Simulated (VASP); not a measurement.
# Ni (Im-3m) in VASP: a series of runs, part 2 of 2

VASP 6.6.1.

## (5) Single point, r2SCAN, collinear spin, antiferromagnetic start

Input file POSCAR:

```
Ni
1.0
    2.7536633270      0.0000000000      0.0000000000
    0.0000000000      2.7536633270      0.0000000000
    0.0000000000      0.0000000000      2.7536633270
Ni
2
Direct
    0.0000000000      0.0000000000      0.0000000000
    0.5000000000      0.5000000000      0.5000000000
```

Input file INCAR.step1:

```
PREC     = Accurate       # precision mode
ENCUT    = 520            # plane-wave cutoff, eV
ISMEAR   = -1             # smearing method
SIGMA    = 0.05           # smearing width, eV
LREAL    = F              # projectors in reciprocal space
LASPH    = T              # aspherical terms in the spheres
NELM     = 150            # most SCF steps
ISPIN    = 2              # spin polarisation
MAGMOM   = 0.8 -0.8       # initial moments
LMAXMIX  = 4              # l up to which the mixer works
NBANDS   = 21             # bands
GGA      = PE             # functional
ALGO     = Normal         # electronic algorithm
EDIFF    = 1E-4           # SCF threshold, eV
LWAVE    = T              # write WAVECAR
LCHARG   = F              # write CHGCAR
```

Input file INCAR.step2:

```
PREC     = Accurate       # precision mode
ENCUT    = 520            # plane-wave cutoff, eV
EDIFF    = 1E-7           # SCF threshold, eV
ISMEAR   = -1             # smearing method
SIGMA    = 0.05           # smearing width, eV
LREAL    = F              # projectors in reciprocal space
LASPH    = T              # aspherical terms in the spheres
NELM     = 150            # most SCF steps
ALGO     = Normal         # electronic algorithm
ISIF     = 2              # what is computed and relaxed
LWAVE    = F              # write WAVECAR
LCHARG   = F              # write CHGCAR
ISPIN    = 2              # spin polarisation
MAGMOM   = 0.8 -0.8       # initial moments
LORBIT   = 11             # projections on sites
LMAXMIX  = 4              # l up to which the mixer works
METAGGA  = R2SCAN         # meta-GGA
LMIXTAU  = T            
NBANDS   = 21             # bands
ISTART   = 1
```

Input file KPOINTS:

```
regular mesh
0
Gamma
  19 19 19
```

Potentials or basis: VASP PAW PBE potentials, release 64 (Ni).

Command:

```bash
> cat potpaw_PBE.64/Ni/POTCAR > POTCAR
> cp INCAR.step1 INCAR
> mpirun -np 1 vasp_std > vasp.out
> cp INCAR.step2 INCAR
> mpirun -np 1 vasp_std > vasp.out
```

OUTCAR:

```text
PREC = Accurate
   ENCUT = 520
   EDIFF = 1E-7
   ISMEAR = -1
   LREAL = F
   LASPH = T
   NELM = 150
   ISIF = 2
   ISPIN = 2
   LORBIT = 11
   METAGGA = R2SCAN
   ISTART = 1

 ion  position               nearest neighbor table
   1  0.000  0.000  0.000-   2 2.38   2 2.38   2 2.38   2 2.38   2 2.38   2 2.38   2 2.38   2 2.38

   2  0.500  0.500  0.500-   1 2.38   1 2.38   1 2.38   1 2.38   1 2.38   1 2.38   1 2.38   1 2.38

  LATTYP: Found a simple cubic cell.
 ALAT       =     2.7536633270

[... 1398 lines left out ...]
  external PRESSURE =       6.3407431 kB  Pullay stress =       0.0000000 kB

 VOLUME and BASIS-vectors are now :
 -----------------------------------------------------------------------------
  energy-cutoff  :      520.00
  volume of cell :       20.88
      direct lattice vectors                 reciprocal lattice vectors
     2.753663327  0.000000000  0.000000000     0.363152601  0.000000000  0.000000000
     0.000000000  2.753663327  0.000000000     0.000000000  0.363152601  0.000000000
     0.000000000  0.000000000  2.753663327     0.000000000  0.000000000  0.363152601

 POSITION                                       TOTAL-FORCE (eV/Angst)
 -----------------------------------------------------------------------------------
      0.00000      0.00000      0.00000         0.000000      0.000000      0.000000
      1.37683      1.37683      1.37683        -0.000000     -0.000000     -0.000000
 -----------------------------------------------------------------------------------
    total drift:                               -0.000000      0.000000     -0.000000

  FREE ENERGIE OF THE ION-ELECTRON SYSTEM (eV)
  ---------------------------------------------------
  free  energy   TOTEN  =       -23.5692700851 eV

  energy  without entropy=      -23.5405995345  energy(sigma->0) =      -23.55493481

 total charge

# of ion       s       p       d       tot
------------------------------------------
    1        0.520   0.536   8.374   9.430
    2        0.520   0.536   8.374   9.430
--------------------------------------------------
tot          1.040   1.071  16.749  18.860

 magnetization (x)

# of ion       s       p       d       tot
------------------------------------------
    1       -0.000  -0.000  -0.000  -0.000
    2        0.000   0.000   0.000   0.000
--------------------------------------------------
tot          0.000   0.000   0.000   0.000
```

OUTCAR.step1:

```text
PREC = Accurate
   ENCUT = 520
   ISMEAR = -1
   LREAL = F
   LASPH = T
   NELM = 150
[... 1422 lines left out ...]
 -----------------------------------------------------------------------------------
      0.00000      0.00000      0.00000         0.000000      0.000000      0.000000
      1.37683      1.37683      1.37683        -0.000000     -0.000000     -0.000000
 -----------------------------------------------------------------------------------
    total drift:                               -0.000000      0.000000      0.000000

  FREE ENERGIE OF THE ION-ELECTRON SYSTEM (eV)
  ---------------------------------------------------
  free  energy   TOTEN  =       -10.7125663365 eV

  energy  without entropy=      -10.6806152427  energy(sigma->0) =      -10.69659079
```

Wall time 13 min (1 thread of Intel Xeon 8259CL, shared host); peak memory 0.24 GiB.

Results:

| Quantity | Value |
| --- | --- |
| Free energy | -23.5693 eV |
| Pressure | 0.6 GPa |
| Band gap on the k mesh | zero (filled and empty bands overlap) |
| Net moment | 0.00 μB per cell |
| Valence electrons inside the program's atomic spheres | Ni 9.43 |

Caveat: the moments typed at the start vanished in this run; the PAW data sets were made with another functional, which shifts forces and pressure a little.

## (6) Overview

```tsv
spin	cell	k mesh	gap on the mesh (eV)	pressure (GPa)	moment (μB)
collinear, antiferromagnetic start	a = 2.754 Å, 2 atoms	11 × 11 × 11	none	0.6	0.00
collinear, ferromagnetic start	a = 2.716 Å, 2 atoms	13 × 13 × 13	none	13.7	1.22
collinear, ferromagnetic start	a = 2.825 Å, 2 atoms	13 × 13 × 13	none	-11.2	1.32
collinear, antiferromagnetic start	a = 2.754 Å, 2 atoms	19 × 19 × 19	none	0.6	0.00
```

Alike in all rows: task single point; level r2SCAN; potentials or basis VASP PAW PBE potentials, release 64 (Ni); cutoff (eV) 520; smearing fermi-dirac 0.05 eV.

Caveats: the PAW data sets were made with another functional, which shifts forces and pressure a little; the moments typed at the start vanished in this run (at least some runs); the cell stands under pressure (at least some runs); the cell stands under tension (at least some runs).

Total energies depend on the potentials used, so only differences within one code and one set of settings carry meaning.
